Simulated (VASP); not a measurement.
# SiC (I-4m2) in VASP: a series of runs

SiC is run at these levels: PBEsol; tasks: single point.

All numbers are computed with VASP 6.6.1; they aren't measurements. Logs are shortened: lines on timing, memory, paths and dates and some standing lists are left out, and cuts for length are marked.

### Step 1. The cell of the first run

It takes space group I-4m2 (No. 119, tetragonal). The conventional cell has a = 3.320 Å, b = 3.320 Å, c = 4.348 Å, α = 90.00°, β = 90.00°, γ = 90.00°. Si (site symmetry -4m2) has 4 C at 1.98 Å within 2.6 Å. Within 2.6 Å of C (site symmetry -4m2) lie 4 Si at 1.98 Å.

### Step 2. Single point, PBEsol (strain +0.080 along x and y, +0.000 along z)

INCAR

```
SYSTEM = SiC
ALGO     = Normal         ! electronic algorithm
EDIFF    = 1E-6           ! SCF threshold, eV
ENCUT    = 520            ! plane-wave cutoff, eV
GGA      = PS             ! functional
ISIF     = 2              ! what is computed and relaxed
ISMEAR   = 0              ! smearing method
LASPH    = .TRUE.         ! aspherical terms in the spheres
LCHARG   = .FALSE.        ! write CHGCAR
LREAL    = .FALSE.        ! projectors in reciprocal space
LWAVE    = .FALSE.        ! write WAVECAR
NBANDS   = 11             ! bands
NELM     = 100            ! most SCF steps
PREC     = Accurate       ! precision mode
SIGMA    = 0.05           ! smearing width, eV
```

KPOINTS

```
k-points
0
G
  12 12 12
  0 0 0
```

POSCAR

```
SiC
1.0
    0.0000000000      2.3479200000      2.1740000000
    2.3479200000      0.0000000000      2.1740000000
    2.3479200000      2.3479200000      0.0000000000
Si C
1 1
Direct
    0.0000000000      0.0000000000      0.0000000000
    0.7500000000      0.7500000000      0.7500000000
```

Potentials or basis: VASP PAW PBE potentials, release 64 (Si, C).

Launch:

```bash
$ cat potpaw_PBE.64/Si/POTCAR potpaw_PBE.64/C/POTCAR > POTCAR
$ mpirun -np 1 vasp_std > vasp.out
```

OUTCAR:

```text
SYSTEM = SiC
   EDIFF = 1E-6
   ENCUT = 520
   GGA = PS
   ISIF = 2
   ISMEAR = 0
   LASPH = .TRUE.
   LREAL = .FALSE.
   NELM = 100
   PREC = Accurate

 ion  position               nearest neighbor table
   1  0.000  0.000  0.000-   2 1.98   2 1.98   2 1.98   2 1.98
   2  0.750  0.750  0.750-   1 1.98   1 1.98   1 1.98   1 1.98

  LATTYP: Found a body centered tetragonal cell.
 ALAT       =     3.3204603074
 C/A-ratio  =     1.3094570022

  Lattice vectors:

 A1 = (   0.0000000000,  -2.3479200000,  -2.1740000000)
 A2 = (   0.0000000000,   2.3479200000,  -2.1740000000)
 A3 = (   2.3479200000,   0.0000000000,   2.1740000000)

Analysis of symmetry for initial positions (statically):
=====================================================================
 Subroutine PRICEL returns:
 Original cell was already a primitive cell.

 Routine SETGRP: Setting up the symmetry group for a
 body centered tetragonal supercell.

 Subroutine GETGRP returns: Found  8 space group operations
 (whereof  8 operations were pure point group operations)
 out of a pool of 16 trial point group operations.

The static configuration has the point symmetry D_2d.

Analysis of symmetry for dynamics (positions and initial velocities):
=====================================================================
 Subroutine PRICEL returns:
 Original cell was already a primitive cell.

 Routine SETGRP: Setting up the symmetry group for a
 body centered tetragonal supercell.

 Subroutine GETGRP returns: Found  8 space group operations
 (whereof  8 operations were pure point group operations)
 out of a pool of 16 trial point group operations.

The dynamic configuration has the point symmetry D_2d.

 Subroutine INISYM returns: Found  8 space group operations
 (whereof  8 operations are pure point group operations),
 and found     1 'primitive' translations

----------------------------------------------------------------------------------------

                                     Primitive cell

  volume of cell :      23.9693

  direct lattice vectors                    reciprocal lattice vectors
     0.000000000  2.347920000  2.174000000    -0.212954445  0.212954445  0.229990800
     2.347920000  0.000000000  2.174000000     0.212954445 -0.212954445  0.229990800
     2.347920000  2.347920000  0.000000000     0.212954445  0.212954445 -0.229990800

  length of vectors
     3.199844422  3.199844422  3.320460307     0.378939256  0.378939256  0.378939256

  position of ions in fractional coordinates (direct lattice)
     0.000000000  0.000000000  0.000000000
     0.750000000  0.750000000  0.750000000

  ion indices of the primitive-cell ions
   primitive index   ion index
                 1           1
                 2           2

----------------------------------------------------------------------------------------

 KPOINTS: k-points

Automatic generation of k-mesh.
 Grid dimensions read from file:
 generate k-points for:   12   12   12

 Generating k-lattice:

  Cartesian coordinates                     Fractional coordinates (reciprocal lattice)
    -0.017746204  0.017746204  0.019165900     0.083333333  0.000000000  0.000000000
     0.017746204 -0.017746204  0.019165900     0.000000000  0.083333333  0.000000000
     0.017746204  0.017746204 -0.019165900    -0.000000000 -0.000000000  0.083333333

  Length of vectors
     0.031578271  0.031578271  0.031578271

  Shift w.r.t. Gamma in fractional coordinates (k-lattice)
     0.000000000  0.000000000  0.000000000

 Subroutine IBZKPT returns following result:
 ===========================================

 Found    163 irreducible k-points:

 Following reciprocal coordinates:
            Coordinates               Weight
  0.000000  0.000000  0.000000      1.000000
  0.083333 -0.000000  0.000000      8.000000
  0.166667 -0.000000  0.000000      8.000000
  0.250000  0.000000  0.000000      8.000000
  0.333333 -0.000000  0.000000      8.000000
  0.416667 -0.000000  0.000000      8.000000
[... 16 lines left out ...]
  0.500000  0.166667  0.000000      8.000000
 -0.416667  0.166667  0.000000      8.000000
 [... further k-points ...]
   k-points           NKPTS =    163   k-points in BZ     NKDIM =    163   number of bands    NBANDS=     11
   number of dos      NEDOS =    301   number of ions     NIONS =      2
   total plane-waves  NPLWV =  16128
   dimension x,y,z NGX =    24 NGY =   24 NGZ =   28
   dimension x,y,z NGXF=    48 NGYF=   48 NGZF=   56
   ions per type =               1   1
   NGX,Y,Z   is equivalent  to a cutoff of  12.47, 12.47, 14.02 a.u.
   NGXF,Y,Z  is equivalent  to a cutoff of  24.94, 24.94, 28.04 a.u.
 SYSTEM =  SiC
   PREC   = accura    normal or accurate (medium, high low for compatibility)
   ISTART =      0    job   : 0-new  1-cont  2-samecut
   ICHARG =      2    charge: 1-file 2-atom 10-const
   ISPIN  =      1    spin polarized calculation?
   LNONCOLLINEAR =      F non collinear calculations
   LSORBIT =      F    spin-orbit coupling
   LASPH  =      T    aspherical Exc in radial PAW
   ENCUT  =  520.0 eV  38.22 Ry    6.18 a.u.   5.95  5.95  6.17*2*pi/ulx,y,z
   NELM   =    100;   NELMIN=  2; NELMDL= -5     # of ELM steps
   EDIFF  = 0.1E-05   stopping-criterion for ELM
   LREAL  =      F    real-space projection
   EDIFFG = 0.1E-04   stopping-criterion for IOM
   NSW    =      0    number of steps for IOM
   IBRION =     -1    ionic relax: 0-MD 1-quasi-New 2-CG
   NFREE  =      0    steps in history (QN), initial steepest desc. (CG)
   ISIF   =      2    stress and relaxation
   ISYM   =      2    0-nonsym 1-usesym 2-fastsym
   POTIM  = 0.5000    time-step for ionic-motion
   TEBEG  =    0.0;   TEEND  =   0.0 temperature during run
   PSTRESS=    0.0 pullay stress
   NELECT =       8.0000    total number of electrons
   NUPDOWN=      -1.0000    fix difference up-down
   EMIN   =  10.00;   EMAX   =-10.00  energy-range for DOS
   EFERMI =   0.00;   METHOD = LEGACY
   ISMEAR =     0;   SIGMA  =   0.05  broadening in eV -4-tet -1-fermi 0-gaus
   EFERMI_NEDOS =   21; number of points for ismear=-14 and -15
   IALGO  =     38    algorithm
   IMIX   =      4    mixing-type and parameters
     AMIX     =   0.40;   BMIX     =  1.00
     AMIX_MAG =   1.60;   BMIX_MAG =  1.00
  volume/ion in A,a.u.               =      11.98        80.88
  Fermi-wavevector in a.u.,A,eV,Ry     =   1.135584  2.145944 17.545422  1.289552
  Thomas-Fermi vector in A             =   2.272289
   LORBIT       =      0    0 simple, 1 ext, 2 COOP (PROOUT), +10 PAW based schemes
   GGA     = PS    functional components
   LHFCALC =     F    Hartree Fock is set to
   AEXX    =    0.0000 exact exchange contribution
   IVDW    =     0    specifies the selected vdW correction
   LEPSILON=     F    determine dielectric tensor
   LRPA    =     F    only Hartree local field effects (RPA)
 non-spin polarized calculation
 Gauss-broadening in eV      SIGMA  =   0.05
  energy-cutoff  :      520.00
  volume of cell :       23.97
 maximum number of plane-waves:       664
   NGX = 11   NGY = 11   NGZ = 13

 number of electron       8.0000000 magnetization

 Free energy of the ion-electron system (eV)
  ---------------------------------------------------
  ext. energy  EPLUGINS =         0.00000000
  ---------------------------------------------------
  free energy    TOTEN  =       -15.57299789 eV

  energy without entropy =      -15.57299789  energy(sigma->0) =      -15.57299789

 E-fermi :   7.0692     XC(G=0): -10.8891

 val. band max:        6.8029968148   @ k =   0.0000   0.0000   0.0000
 cond. band min:       7.4745334247   @ k =   0.5000   0.5000   0.0000
 fundamental gap:      0.6715366099
 Fermi energy:         7.0691892798

 k-point     1 :       0.0000    0.0000    0.0000
  band No.  band energies     occupation
      1      -7.8169      2.00000
      2       6.3578      2.00000
      3       6.3578      2.00000
      4       6.8030      2.00000
      5      10.9639      0.00000
      6      12.6543      0.00000
      7      12.9073      0.00000
      8      12.9073      0.00000
      9      19.1048      0.00000
     10      20.6086      0.00000
     11      20.8655      0.00000

 k-point     2 :       0.0833   -0.0000    0.0000
  band No.  band energies     occupation
      1      -7.6953      2.00000
      2       5.7335      2.00000
      3       6.2437      2.00000
      4       6.6218      2.00000
      5      11.3115      0.00000
      6      12.6663      0.00000
      7      13.0445      0.00000
      8      13.1209      0.00000
      9      18.6057      0.00000
     10      19.8644      0.00000
     11      21.0750      0.00000

 k-point     3 :       0.1667   -0.0000    0.0000
  band No.  band energies     occupation
      1      -7.3350      2.00000
      2       4.1980      2.00000
      3       5.9627      2.00000
      4       6.4116      2.00000
      5      11.3814      0.00000
      6      13.0976      0.00000
      7      13.2645      0.00000
      8      13.7650      0.00000
      9      18.1929      0.00000
     10      18.9651      0.00000
     11      21.2616      0.00000

 k-point     4 :       0.2500    0.0000    0.0000
  band No.  band energies     occupation
      1      -6.7510      2.00000
      2       2.4328      2.00000
      3       5.6333      2.00000
      4       6.1964      2.00000
      5      11.0224      0.00000
      6      13.2288      0.00000
      7      13.6133      0.00000
      8      14.6550      0.00000
      9      18.6313      0.00000
     10      18.7224      0.00000
     11      20.7370      0.00000
[... 239 lines left out ...]
 k-point    22 :       0.4167    0.1667    0.0000
  band No.  band energies     occupation
      1      -5.1857      2.00000
      2       0.3531      2.00000
      3       4.4094      2.00000
      4       4.6165      2.00000
      5      10.3875      0.00000
      6      13.2971      0.00000
      7      14.4334      0.00000
      8      14.6367      0.00000
      9      18.9459      0.00000
     10      22.4769      0.00000
     11      22.9546      0.00000

 k-point    23 :       0.5000    0.1667    0.0000
  band No.  band energies     occupation
      1      -4.4778      2.00000
      2      -0.7470      2.00000
      3       4.2828      2.00000
      4       4.4439      2.00000
      5      10.3248      0.00000
      6      13.4555      0.00000
      7      14.1001      0.00000
      8      15.4675      0.00000
      9      19.1807      0.00000
     10      22.4811      0.00000
     11      23.3233      0.00000

 k-point    24 :      -0.4167    0.1667    0.0000
  band No.  band energies     occupation
      1      -4.4449      2.00000
      2      -0.8104      2.00000
      3       4.0330      2.00000
      4       4.6400      2.00000
      5      10.4714      0.00000
      6      13.3800      0.00000
      7      13.8768      0.00000
      8      16.3759      0.00000
      9      19.2228      0.00000
     10      20.8076      0.00000
     11      23.4171      0.00000

 [... further k-points ...]
[... 5 lines left out ...]
  --------------------------------------------------------------------------------------
  -------------------------------------------------------------------------------------
  Total       -4.4590401     -4.4590401     -2.0532987      0.0000000     -0.0000000      0.0000000
  in kB     -298.0546031   -298.0546031   -137.2481751      0.0000000     -0.0000000      0.0000000
  external PRESSURE =    -244.4524605 kB  Pullay stress =       0.0000000 kB

 VOLUME and BASIS-vectors are now :
 -----------------------------------------------------------------------------
  energy-cutoff  :      520.00
  volume of cell :       23.97
      direct lattice vectors                 reciprocal lattice vectors
     0.000000000  2.347920000  2.174000000    -0.212954445  0.212954445  0.229990800
     2.347920000  0.000000000  2.174000000     0.212954445 -0.212954445  0.229990800
     2.347920000  2.347920000  0.000000000     0.212954445  0.212954445 -0.229990800

 POSITION                                       TOTAL-FORCE (eV/Angst)
 -----------------------------------------------------------------------------------
      0.00000      0.00000      0.00000         0.000000     -0.000000      0.000000
      3.52188      3.52188      3.26100        -0.000000      0.000000     -0.000000
 -----------------------------------------------------------------------------------
    total drift:                               -0.000000     -0.000000      0.000000

  FREE ENERGIE OF THE ION-ELECTRON SYSTEM (eV)
  ---------------------------------------------------
  free  energy   TOTEN  =       -15.5729978868 eV

  energy  without entropy=      -15.5729978868  energy(sigma->0) =      -15.57299789
```

Wall time 28 s (1 thread of Intel Xeon 6975P-C (Granite Rapids), shared host); peak memory 0.17 GiB.

Results:

| Quantity | Value |
| --- | --- |
| Free energy | -15.5730 eV |
| Pressure | -24.4 GPa |
| Band gap on the k mesh | 0.67 eV, indirect (least direct gap 4.16 eV) |

Levels at points of the mesh, in eV from the valence-band top:
```tsv
k point	band 1	band 2	band 3	band 4	band 5	band 6	band 7	band 8
(0.00, 0.00, 0.00)	-14.62	-0.45	-0.45	0.00	4.16	5.85	6.10	6.10
(0.50, 0.00, 0.00)	-11.52	-8.13	-1.71	-0.94	3.54	5.80	7.01	8.87
(0.50, 0.50, 0.00)	-9.88	-7.13	-3.69	-3.69	0.67	2.59	11.84	11.84
(0.50, 0.00, 0.50)	-10.37	-7.98	-3.01	-2.90	1.29	3.84	11.08	12.07
```

Caveat: the cell differs from its parent crystal (strain +0.080 along x and y, +0.000 along z); the PAW data sets were made with another functional, which shifts forces and pressure a little.

### Step 3. Single point, PBEsol (strain -0.080 along x and y, +0.040 along z)

INCAR

```
SYSTEM = SiC
ALGO = Normal
EDIFF = 1E-6
ENCUT = 520
GGA = PS
ISIF = 2
ISMEAR = 0
LASPH = .True.
LCHARG = .True.
LELF = .True.
LREAL = .False.
LVHAR = .True.
LWAVE = .False.
NBANDS = 11
NELM = 100
PREC = Accurate
SIGMA = 0.05
```

KPOINTS

```
k-points
0
Gamma
  12 12 12
  0 0 0
```

POSCAR

```
SiC
1.0
    0.0000000000      2.0000800000      2.2609600000
    2.0000800000      0.0000000000      2.2609600000
    2.0000800000      2.0000800000      0.0000000000
Si C
1 1
Direct
    0.0000000000      0.0000000000      0.0000000000
    0.7500000000      0.7500000000      0.7500000000
```

Potentials or basis: VASP PAW PBE potentials, release 64 (Si, C).

Launch:

```bash
$ cat potpaw_PBE.64/Si/POTCAR potpaw_PBE.64/C/POTCAR > POTCAR
$ mpirun -np 1 vasp_std > vasp.out
```

Wall time 17 s (1 thread of Intel Xeon Platinum 8259CL at 2.50GHz (Skylake/Cascade Lake), shared host); peak memory 0.15 GiB.

It converged, with:

| Property | Result |
| --- | --- |
| Free energy | -15.4571 eV |
| Pressure | 37.2 GPa |
| Band gap on the k mesh | 0.34 eV, indirect (least direct gap 4.44 eV) |

Stress tensor (GPa, compression positive):
```
50.98  0.00  0.00
 0.00 50.98  0.00
 0.00  0.00  9.63
```

Levels at points of the mesh, in eV from the valence-band top:
| k point | band 1 | band 2 | band 3 | band 4 | band 5 | band 6 | band 7 | band 8 |
| --- | --- | --- | --- | --- | --- | --- | --- | --- |
| (0.00, 0.00, 0.00) | -16.99 | -1.12 | -0.06 | -0.06 | 7.14 | 7.77 | 7.77 | 7.89 |
| (0.50, 0.00, 0.00) | -12.81 | -9.82 | -2.44 | -0.62 | 4.45 | 7.96 | 8.39 | 10.49 |
| (0.50, 0.50, 0.00) | -11.97 | -9.86 | -2.88 | -2.88 | 1.57 | 5.72 | 14.54 | 15.49 |
| (0.50, 0.00, 0.50) | -10.82 | -8.17 | -4.45 | -4.22 | 0.34 | 3.52 | 12.47 | 16.02 |

Caveat: the cell differs from its parent crystal (strain -0.080 along x and y, +0.040 along z); the PAW data sets were made with another functional, which shifts forces and pressure a little. A k mesh can miss the band edges.

### Step 4. Single point, PBEsol (strain -0.080 along x and y, +0.080 along z)

INCAR

```
ALGO = Normal
EDIFF = 1E-6
ENCUT = 520
GGA = PS
ISIF = 2
ISMEAR = 0
LASPH = True
LCHARG = False
LREAL = False
LWAVE = False
NBANDS = 11
NELM = 60
PREC = Accurate
SIGMA = 0.05
```

KPOINTS

```
k-points
0
Gamma
  12 12 12
```

POSCAR

```
SiC
1.0
    0.0000000000      2.0000800000      2.3479200000
    2.0000800000      0.0000000000      2.3479200000
    2.0000800000      2.0000800000      0.0000000000
Si C
1 1
Direct
    0.0000000000      0.0000000000      0.0000000000
    0.7500000000      0.7500000000      0.7500000000
```

Launch:

```bash
$ cat potpaw_PBE.64/Si/POTCAR potpaw_PBE.64/C/POTCAR > POTCAR
$ mpirun -np 1 vasp_std > vasp.out
```

It took 17 s on 1 thread of Intel Xeon Platinum 8259CL at 2.50GHz (Skylake/Cascade Lake), shared host; peak memory 0.15 GiB.

It converged, with:

| Property | Result |
| --- | --- |
| Free energy | -15.4454 eV |
| Pressure | 23.8 GPa |
| Band gap on the k mesh | 0.15 eV, indirect (least direct gap 3.93 eV) |

Stress tensor (GPa, compression positive):
```
 43.11   0.00   0.00
  0.00  43.11   0.00
  0.00   0.00 -14.73
```

Levels at points of the mesh, in eV from the valence-band top:
```csv
k point,band 1,band 2,band 3,band 4,band 5,band 6,band 7,band 8,band 9
"(0.00, 0.00, 0.00)",-16.85,-1.54,-0.08,-0.08,6.30,7.33,7.33,7.43,11.38
"(0.50, 0.00, 0.00)",-12.79,-9.76,-2.86,-0.50,3.43,7.91,8.36,10.21,15.57
"(0.50, 0.50, 0.00)",-12.19,-10.20,-2.67,-2.67,1.71,5.83,13.35,14.87,14.87
"(0.50, 0.00, 0.50)",-10.76,-8.04,-4.68,-4.35,0.15,3.00,11.18,14.95,16.44
```

Caveat: the cell differs from its parent crystal (strain -0.080 along x and y, +0.080 along z); the PAW data sets were made with another functional, which shifts forces and pressure a little. A k mesh can miss the band edges.

### Step 5. Single point, PBEsol (strain +0.000 along x and y, -0.080 along z)

INCAR

```
SYSTEM = SiC
  PREC = Accurate
  ENCUT = 520
  EDIFF = 1E-6
  ISMEAR = 0
  SIGMA = 0.05
  LREAL = .FALSE.
  LASPH = .TRUE.
  NELM = 60
  ALGO = Normal
  ISIF = 2
  LWAVE = .FALSE.
  LCHARG = .FALSE.
  GGA = PS
  NBANDS = 11
```

KPOINTS

```
Automatic mesh
0
G
  12 12 12
  0 0 0
```

POSCAR

```
SiC
1.0
    0.0000000000      2.1740000000      2.0000800000
    2.1740000000      0.0000000000      2.0000800000
    2.1740000000      2.1740000000      0.0000000000
Si C
1 1
Direct
    0.0000000000      0.0000000000      0.0000000000
    0.7500000000      0.7500000000      0.7500000000
```

Launch:

```bash
$ cat potpaw_PBE.64/Si/POTCAR potpaw_PBE.64/C/POTCAR > POTCAR
$ mpirun -np 1 vasp_std > vasp.out
```

Wall time 17 s (1 thread of Intel Xeon Platinum 8259CL at 2.50GHz (Skylake/Cascade Lake), shared host); peak memory 0.15 GiB.

It converged, with:

```yaml
Free_energy: -15.7298 eV
Pressure: 23.2 GPa
Band_gap_on_the_k_mesh: 0.30 eV, indirect (least direct gap 4.45 eV)
```

Stress tensor (GPa, compression positive):
```
17.60  0.00  0.00
 0.00 17.60  0.00
 0.00  0.00 34.49
```

Levels at points of the mesh, in eV from the valence-band top:
```
           k point  band 1  band 2  band 3  band 4  band 5  band 6  band 7  band 8
(0.00, 0.00, 0.00)  -16.51   -0.50   -0.50    0.00    6.87    7.43    7.64    7.64
(0.50, 0.00, 0.00)  -12.53   -9.46   -1.93   -0.94    5.32    6.47    8.41   10.24
(0.50, 0.50, 0.00)  -10.49   -7.73   -4.36   -4.36    0.30    3.16   14.36   14.36
(0.50, 0.00, 0.50)  -11.23   -8.86   -3.43   -3.32    1.12    4.69   13.33   14.88
```

Caveat: the cell differs from its parent crystal (strain +0.000 along x and y, -0.080 along z); the PAW data sets were made with another functional, which shifts forces and pressure a little.

### Step 6. The runs side by side

| cell | gap on the mesh (eV) | pressure (GPa) |
| --- | --- | --- |
| a = 3.200, b = 3.200, c = 3.320 Å, angles 58.7, 58.7, 62.5°, 2 atoms | 0.67 | -24.4 |
| a = 3.019, b = 3.019, c = 2.829 Å, angles 62.1, 62.1, 55.9°, 2 atoms | 0.34 | 37.2 |
| a = 3.084, b = 3.084, c = 2.829 Å, angles 62.7, 62.7, 54.6°, 2 atoms | 0.15 | 23.8 |
| a = 2.954, b = 2.954, c = 3.075 Å, angles 58.6, 58.6, 62.7°, 2 atoms | 0.30 | 23.2 |

Alike in all rows: task single point; level PBEsol; potentials or basis VASP PAW PBE potentials, release 64 (Si, C); no spin polarisation; k mesh 12 × 12 × 12; cutoff (eV) 520; smearing gaussian 0.05 eV.

Caveats: the PAW data sets were made with another functional, which shifts forces and pressure a little.

Absolute energies hang on the potentials; compare differences alone.
